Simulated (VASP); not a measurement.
Li3Ti2O4:

```
CELL_PARAMETERS angstrom
0.00000 2.78169 0.00000
4.97960 -1.39084 0.00000
-1.44412 1.39084 -6.35201
ATOMIC_POSITIONS crystal
Li 0.00000 0.50000 0.50000
Li 0.36200 0.59200 0.86800
Li 0.63800 0.40800 0.13200
Ti 0.16090 0.04890 0.72710
Ti 0.83910 0.95110 0.27290
O 0.56710 0.79000 0.65580
O 0.43290 0.21000 0.34420
O 0.25640 0.69170 0.17890
O 0.74360 0.30830 0.82110
```

```yaml
Program: VASP 6.6.1
Task: relaxation of cell and atoms
Functional: LDA
Potentials_or_basis: VASP PAW LDA potentials, release 64 (Li_sv, Ti_sv, O)
Cutoff: 600 eV
k_mesh: 7 × 7 × 7
Occupations: methfessel-paxton, width 0.0258 eV
Spin: no spin polarisation
```

At the start: pressure 7.3 GPa; volume 9.78 Å³/atom.

Task: Where does the relaxation end?

Result: Over 57 steps the energy falls by 126.1 meV/atom and the volume is 9.30 Å³/atom (-4.9 %); space group C2/m (No. 12, to 0.1 Å) before and after.

The path:
| step | energy change (eV) | largest force (eV/Å) | pressure (GPa) | volume (Å³) |
| --- | --- | --- | --- | --- |
| 1 | 0.0000 | 1.8130 | 7.26 | 87.99 |
| 3 | -0.2653 | 0.5176 | -3.76 | 90.82 |
| 5 | -0.5134 | 0.5292 | -1.00 | 85.45 |
| 7 | -0.6447 | 0.6417 | 5.53 | 81.76 |
| 9 | -0.7024 | 0.6570 | 3.23 | 81.58 |
| 11 | -0.7226 | 0.5168 | 2.35 | 82.02 |
| 13 | -0.7521 | 0.3959 | -1.16 | 83.50 |
| 15 | -0.7890 | 0.2294 | -0.16 | 83.50 |
| 17 | -0.7930 | 0.2784 | 0.30 | 83.50 |
| 19 | -0.8142 | 0.2966 | -1.82 | 83.84 |
| 21 | -0.8305 | 0.2204 | 0.22 | 82.53 |
| 23 | -0.8515 | 0.3037 | -0.16 | 82.06 |
| 25 | -0.8598 | 0.4483 | -0.34 | 81.56 |
| 27 | -0.8800 | 0.2395 | 0.90 | 80.92 |
| 29 | -0.8845 | 0.3275 | 1.99 | 80.49 |
| 31 | -0.9179 | 0.2500 | 0.22 | 81.04 |
| 33 | -0.9301 | 0.2389 | -0.81 | 81.48 |
| 35 | -0.9844 | 0.6678 | 2.17 | 81.05 |
| 37 | -1.0274 | 0.6532 | 1.32 | 81.85 |
| 39 | -1.0787 | 0.4410 | -1.74 | 83.01 |
| 41 | -1.1101 | 0.2080 | 0.91 | 82.33 |
| 43 | -1.1183 | 0.1641 | 0.64 | 82.58 |
| 45 | -1.1234 | 0.1386 | -0.13 | 83.10 |
| 47 | -1.1278 | 0.1458 | 0.16 | 83.26 |
| 49 | -1.1317 | 0.0821 | -0.23 | 83.62 |
| 51 | -1.1329 | 0.0745 | 0.07 | 83.49 |
| 53 | -1.1339 | 0.0303 | 0.15 | 83.52 |
| 55 | -1.1343 | 0.0316 | -0.04 | 83.63 |
| 57 | -1.1348 | 0.0284 | -0.09 | 83.70 |

Final structure:
```
Li Ti O
1.0
     0.00000    2.81842    0.00000
     5.00585   -1.40921   -0.23259
    -1.18354    1.40921   -5.87776
Li Ti O
3 2 4
Cartesian
  1.9112 0.0000 -3.0552
  2.0956 1.4092 -5.2780
  1.7267 1.4092 -0.8323
  -0.3450 1.4092 -4.0880
  4.1674 1.4092 -2.0223
  3.2785 1.4092 -3.7849
  0.5438 1.4092 -2.3255
  2.9747 0.0000 -1.3041
  0.8476 2.8184 -4.8062
```

Caveat: the cutoff is under 1.25 times the usual one of these potentials, so pressure, stress and relaxed cells hold a basis-set (Pulay) error; an odd number of electrons without spin polarisation forces a metal; a magnetic or distorted state may lie lower.
